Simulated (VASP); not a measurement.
# Os (Fm-3m) in VASP: notebook

The runs below take Os through single point, with PBE.

Everything below comes from runs of VASP 6.6.1. Logs are shortened: lines on timing, memory, paths and dates and some standing lists are left out, and cuts for length are marked.

**1. The cell of the first run**

The structure is cubic, space group Fm-3m (No. 225). Conventional cell: a = 3.890 Å, b = 3.890 Å, c = 3.890 Å, α = 90.00°, β = 90.00°, γ = 90.00°. Os (site symmetry m-3m) has 12 Os at 2.75 Å within 3.6 Å.

**2. Single point, PBE**

The input, INCAR:

```
ALGO     = Normal         # electronic algorithm
EDIFF    = 1E-7           # SCF threshold, eV
ENCUT    = 520            # plane-wave cutoff, eV
GGA      = PE             # functional
ISIF     = 2              # what is computed and relaxed
ISMEAR   = 0              # smearing method
LASPH    = True           # aspherical terms in the spheres
LCHARG   = False          # write CHGCAR
LREAL    = False          # projectors in reciprocal space
LWAVE    = False          # write WAVECAR
NBANDS   = 10             # bands
NELM     = 80             # most SCF steps
PREC     = Accurate       # precision mode
SIGMA    = 0.05           # smearing width, eV
```

The input, KPOINTS:

```
k-points
0
Gamma
  14 14 14
```

The input, POSCAR:

```
Os
1.0
    0.0000000000      1.9450000000      1.9450000000
    1.9450000000      0.0000000000      1.9450000000
    1.9450000000      1.9450000000      0.0000000000
Os
1
Direct
    0.0000000000      0.0000000000      0.0000000000
```

Potentials or basis: VASP PAW PBE potentials, release 64 (Os).

The run is started by

```console
$ cat potpaw_PBE.64/Os/POTCAR > POTCAR
$ mpirun -np 1 vasp_std > vasp.out
```

OUTCAR:

```text
EDIFF = 1E-7
   ENCUT = 520
   GGA = PE
   ISIF = 2
   ISMEAR = 0
   LASPH = True
   LREAL = False
   NELM = 80
   PREC = Accurate

 ion  position               nearest neighbor table
   1  0.000  0.000  0.000-

  LATTYP: Found a face centered cubic cell.
 ALAT       =     3.8900000000

  Lattice vectors:

 A1 = (   0.0000000000,   1.9450000000,   1.9450000000)
 A2 = (   1.9450000000,   0.0000000000,   1.9450000000)
 A3 = (   1.9450000000,   1.9450000000,   0.0000000000)

Analysis of symmetry for initial positions (statically):
=====================================================================
 Subroutine PRICEL returns:
 Original cell was already a primitive cell.

 Routine SETGRP: Setting up the symmetry group for a
 face centered cubic supercell.

 Subroutine GETGRP returns: Found 48 space group operations
 (whereof 48 operations were pure point group operations)
 out of a pool of 48 trial point group operations.

The static configuration has the point symmetry O_h .

Analysis of symmetry for dynamics (positions and initial velocities):
=====================================================================
 Subroutine PRICEL returns:
 Original cell was already a primitive cell.

 Routine SETGRP: Setting up the symmetry group for a
 face centered cubic supercell.

 Subroutine GETGRP returns: Found 48 space group operations
 (whereof 48 operations were pure point group operations)
 out of a pool of 48 trial point group operations.

The dynamic configuration has the point symmetry O_h .

 Subroutine INISYM returns: Found 48 space group operations
 (whereof 48 operations are pure point group operations),
 and found     1 'primitive' translations

----------------------------------------------------------------------------------------

                                     Primitive cell

  volume of cell :      14.7160

  direct lattice vectors                    reciprocal lattice vectors
     0.000000000  1.945000000  1.945000000    -0.257069409  0.257069409  0.257069409
     1.945000000  0.000000000  1.945000000     0.257069409 -0.257069409  0.257069409
     1.945000000  1.945000000  0.000000000     0.257069409  0.257069409 -0.257069409

  length of vectors
     2.750645379  2.750645379  2.750645379     0.445257277  0.445257277  0.445257277

  position of ions in fractional coordinates (direct lattice)
     0.000000000  0.000000000  0.000000000

  ion indices of the primitive-cell ions
   primitive index   ion index
                 1           1

----------------------------------------------------------------------------------------

 KPOINTS: k-points

Automatic generation of k-mesh.
 Grid dimensions read from file:
 generate k-points for:   14   14   14

 Generating k-lattice:

  Cartesian coordinates                     Fractional coordinates (reciprocal lattice)
    -0.018362101  0.018362101  0.018362101     0.071428571  0.000000000  0.000000000
     0.018362101 -0.018362101  0.018362101     0.000000000  0.071428571  0.000000000
     0.018362101  0.018362101 -0.018362101     0.000000000  0.000000000  0.071428571

  Length of vectors
     0.031804091  0.031804091  0.031804091

  Shift w.r.t. Gamma in fractional coordinates (k-lattice)
     0.000000000  0.000000000  0.000000000

 Subroutine IBZKPT returns following result:
 ===========================================

 Found    104 irreducible k-points:

 Following reciprocal coordinates:
            Coordinates               Weight
  0.000000  0.000000  0.000000      1.000000
  0.071429  0.000000  0.000000      8.000000
  0.142857  0.000000  0.000000      8.000000
  0.214286  0.000000  0.000000      8.000000
  0.285714  0.000000  0.000000      8.000000
  0.357143  0.000000  0.000000      8.000000
[... 16 lines left out ...]
  0.214286  0.142857  0.000000     24.000000
  0.285714  0.142857  0.000000     24.000000
 [... further k-points ...]
   k-points           NKPTS =    104   k-points in BZ     NKDIM =    104   number of bands    NBANDS=     10
   number of dos      NEDOS =    301   number of ions     NIONS =      1
   total plane-waves  NPLWV =   8000
   dimension x,y,z NGX =    20 NGY =   20 NGZ =   20
   dimension x,y,z NGXF=    40 NGYF=   40 NGZF=   40
   ions per type =               1
   NGX,Y,Z   is equivalent  to a cutoff of  12.09, 12.09, 12.09 a.u.
   NGXF,Y,Z  is equivalent  to a cutoff of  24.18, 24.18, 24.18 a.u.
 SYSTEM =  unknown system
   PREC   = accura    normal or accurate (medium, high low for compatibility)
   ISTART =      0    job   : 0-new  1-cont  2-samecut
   ICHARG =      2    charge: 1-file 2-atom 10-const
   ISPIN  =      1    spin polarized calculation?
   LNONCOLLINEAR =      F non collinear calculations
   LSORBIT =      F    spin-orbit coupling
   LASPH  =      T    aspherical Exc in radial PAW
   ENCUT  =  520.0 eV  38.22 Ry    6.18 a.u.   5.11  5.11  5.11*2*pi/ulx,y,z
   NELM   =     80;   NELMIN=  2; NELMDL= -5     # of ELM steps
   EDIFF  = 0.1E-06   stopping-criterion for ELM
   LREAL  =      F    real-space projection
   EDIFFG = 0.1E-05   stopping-criterion for IOM
   NSW    =      0    number of steps for IOM
   IBRION =     -1    ionic relax: 0-MD 1-quasi-New 2-CG
   NFREE  =      0    steps in history (QN), initial steepest desc. (CG)
   ISIF   =      2    stress and relaxation
   ISYM   =      2    0-nonsym 1-usesym 2-fastsym
   POTIM  = 0.5000    time-step for ionic-motion
   TEBEG  =    0.0;   TEEND  =   0.0 temperature during run
   PSTRESS=    0.0 pullay stress
   NELECT =       8.0000    total number of electrons
   NUPDOWN=      -1.0000    fix difference up-down
   EMIN   =  10.00;   EMAX   =-10.00  energy-range for DOS
   EFERMI =   0.00;   METHOD = LEGACY
   ISMEAR =     0;   SIGMA  =   0.05  broadening in eV -4-tet -1-fermi 0-gaus
   EFERMI_NEDOS =   21; number of points for ismear=-14 and -15
   IALGO  =     38    algorithm
   IMIX   =      4    mixing-type and parameters
     AMIX     =   0.40;   BMIX     =  1.00
     AMIX_MAG =   1.60;   BMIX_MAG =  1.00
  volume/ion in A,a.u.               =      14.72        99.31
  Fermi-wavevector in a.u.,A,eV,Ry     =   1.336109  2.524880 24.288947  1.785187
  Thomas-Fermi vector in A             =   2.464761
   LORBIT       =      0    0 simple, 1 ext, 2 COOP (PROOUT), +10 PAW based schemes
   GGA     = PE    functional components
   LHFCALC =     F    Hartree Fock is set to
   AEXX    =    0.0000 exact exchange contribution
   IVDW    =     0    specifies the selected vdW correction
   LEPSILON=     F    determine dielectric tensor
   LRPA    =     F    only Hartree local field effects (RPA)
 non-spin polarized calculation
 Gauss-broadening in eV      SIGMA  =   0.05
  energy-cutoff  :      520.00
  volume of cell :       14.72
 maximum number of plane-waves:       411
   NGX = 11   NGY = 11   NGZ = 11

 number of electron       8.0000001 magnetization

 Free energy of the ion-electron system (eV)
  ---------------------------------------------------
  ext. energy  EPLUGINS =         0.00000000
  ---------------------------------------------------
  free energy    TOTEN  =       -11.09136281 eV

  energy without entropy =      -11.08896039  energy(sigma->0) =      -11.09016160

 E-fermi :   8.5569     XC(G=0): -13.7657

 val. band max:        8.5478953115   @ k =  -0.3571   0.3571   0.0000
 cond. band min:       8.5599356999   @ k =   0.3571   0.2857   0.0714
 fundamental gap:      0.0120403884
 Fermi energy:         8.5569152429

 k-point     1 :       0.0000    0.0000    0.0000
  band No.  band energies     occupation
      1      -1.7713      2.00000
      2       5.8127      2.00000
      3       5.8127      2.00000
      4       5.8127      2.00000
      5       8.6295      0.04015
      6       8.6295      0.04015
      7      22.8841      0.00000
      8      28.3997      0.00000
      9      28.3997      0.00000
     10      28.3997      0.00000

 k-point     2 :       0.0714    0.0000    0.0000
  band No.  band energies     occupation
      1      -1.5458      2.00000
      2       5.6805      2.00000
      3       5.9134      2.00000
      4       5.9134      2.00000
      5       8.5600      0.92950
      6       8.5600      0.92950
      7      23.2961      0.00000
      8      27.2818      0.00000
      9      28.7933      0.00000
     10      28.7933      0.00000

 k-point     3 :       0.1429    0.0000    0.0000
  band No.  band energies     occupation
      1      -0.9094      2.00000
      2       5.3753      2.00000
      3       6.1463      2.00000
      4       6.1463      2.00000
      5       8.4491      1.99770
      6       8.4491      1.99770
      7      24.3150      0.00000
      8      25.4684      0.00000
      9      29.9185      0.00000
     10      29.9185      0.00000

 k-point     4 :       0.2143    0.0000    0.0000
  band No.  band energies     occupation
      1      -0.0099      2.00000
      2       5.1447      2.00000
      3       6.2879      2.00000
      4       6.2879      2.00000
      5       8.5750      0.60947
      6       8.5750      0.60947
      7      23.4452      0.00000
      8      25.6537      0.00000
      9      31.6082      0.00000
     10      31.6082      0.00000
[... 222 lines left out ...]
 k-point    22 :       0.1429    0.1429    0.0000
  band No.  band energies     occupation
      1      -0.6144      2.00000
      2       4.9294      2.00000
      3       6.5105      2.00000
      4       6.5105      2.00000
      5       7.5942      2.00000
      6       8.9927      0.00000
      7      24.9792      0.00000
      8      26.7387      0.00000
      9      28.7425      0.00000
     10      28.7425      0.00000

 k-point    23 :       0.2143    0.1429    0.0000
  band No.  band energies     occupation
      1       0.0875      2.00000
      2       4.5643      2.00000
      3       6.6187      2.00000
      4       6.8357      2.00000
      5       7.5086      2.00000
      6       9.1998      0.00000
      7      25.5973      0.00000
      8      26.1527      0.00000
      9      28.8851      0.00000
     10      29.4350      0.00000

 k-point    24 :       0.2857    0.1429    0.0000
  band No.  band energies     occupation
      1       0.9757      2.00000
      2       4.3562      2.00000
      3       6.1430      2.00000
      4       6.9564      2.00000
      5       8.3210      2.00000
      6       9.6255      0.00000
      7      23.8189      0.00000
      8      26.7873      0.00000
      9      28.9439      0.00000
     10      29.7624      0.00000

 [... further k-points ...]
[... 5 lines left out ...]
  --------------------------------------------------------------------------------------
  -------------------------------------------------------------------------------------
  Total       -0.8945475     -0.8945475     -0.8945475      0.0000000      0.0000000     -0.0000000
  in kB      -97.3924283    -97.3924283    -97.3924283      0.0000000      0.0000000     -0.0000000
  external PRESSURE =     -97.3924283 kB  Pullay stress =       0.0000000 kB

 VOLUME and BASIS-vectors are now :
 -----------------------------------------------------------------------------
  energy-cutoff  :      520.00
  volume of cell :       14.72
      direct lattice vectors                 reciprocal lattice vectors
     0.000000000  1.945000000  1.945000000    -0.257069409  0.257069409  0.257069409
     1.945000000  0.000000000  1.945000000     0.257069409 -0.257069409  0.257069409
     1.945000000  1.945000000  0.000000000     0.257069409  0.257069409 -0.257069409

 POSITION                                       TOTAL-FORCE (eV/Angst)
 -----------------------------------------------------------------------------------
      0.00000      0.00000      0.00000         0.000000      0.000000      0.000000
 -----------------------------------------------------------------------------------
    total drift:                                0.000000      0.000000     -0.000000

  FREE ENERGIE OF THE ION-ELECTRON SYSTEM (eV)
  ---------------------------------------------------
  free  energy   TOTEN  =       -11.0913628117 eV

  energy  without entropy=      -11.0889603909  energy(sigma->0) =      -11.09016160
```

Run time: 5.3 s. Hardware: 1 thread of Intel Xeon 6975P-C (Granite Rapids), shared host; peak memory 0.13 GiB.

Results:

```yaml
Free_energy: -11.0914 eV
Pressure: -9.7 GPa
Band_gap_on_the_k_mesh: zero (band 4 reaches 10.85 eV, above the bottom of band 5 at 7.36 eV)
```

Levels at points of the mesh, in eV from the Fermi level:
```csv
k point,band 1,band 2,band 3,band 4,band 5,band 6,band 7,band 8,band 9
"(0.00, 0.00, 0.00)",-10.33,-2.74,-2.74,-2.74,0.07,0.07,14.33,19.84,19.84
"(0.50, 0.00, 0.00)",-7.21,-2.89,-2.89,-0.16,2.30,2.30,8.42,13.85,19.92
"(0.50, 0.50, 0.00)",-7.05,-6.36,2.26,2.30,2.94,2.94,11.53,12.00,12.00
```

Caveat: spin-orbit coupling is left out, which moves the levels of the heavy elements.

**3. Single point, PBE**

This run uses another cell than the first one, of 17.66 Å³/atom, 1.200 times its volume.

The input, INCAR:

```
PREC = Accurate
ENCUT = 520
EDIFF = 1E-6
ISMEAR = 0
SIGMA = 0.05
LREAL = False
LASPH = True
NELM = 60
ALGO = Normal
ISIF = 2
LWAVE = False
LCHARG = False
GGA = PE
NBANDS = 10
```

The input, KPOINTS:

```
Automatic mesh
0
Gamma
  14 14 14
```

The input, POSCAR:

```
Os
1.0
    0.0000000000      2.0668709171      2.0668709171
    2.0668709171      0.0000000000      2.0668709171
    2.0668709171      2.0668709171      0.0000000000
Os
1
Direct
    0.0000000000      0.0000000000      0.0000000000
```

Potentials or basis: VASP PAW PBE potentials, release 64 (Os).

The run is started by

```console
$ cat potpaw_PBE.64/Os/POTCAR > POTCAR
$ mpirun -np 1 vasp_std > vasp.out
```

Wall time 5.6 s (1 thread of Intel Xeon 6975P-C (Granite Rapids), shared host); peak memory 0.15 GiB.

The run converged. Its results:

```yaml
Free_energy: -10.4758 eV
Pressure: -49.2 GPa
Band_gap_on_the_k_mesh: zero (band 4 reaches 8.23 eV, above the bottom of band 5 at 5.24 eV)
```

Levels at points of the mesh, in eV from the Fermi level:
```
           k point  band 1  band 2  band 3  band 4  band 5  band 6  band 7  band 8  band 9
(0.00, 0.00, 0.00)   -8.79   -2.09   -2.09   -2.09    0.01    0.01   14.27   18.77   18.77
(0.50, 0.00, 0.00)   -5.76   -2.18   -2.18    0.04    1.67    1.67    6.41   13.77   18.06
(0.50, 0.50, 0.00)   -5.44   -4.87    1.62    2.08    2.13    2.13    8.92   10.90   10.90
```

Caveat: spin-orbit coupling is left out, which moves the levels of the heavy elements.
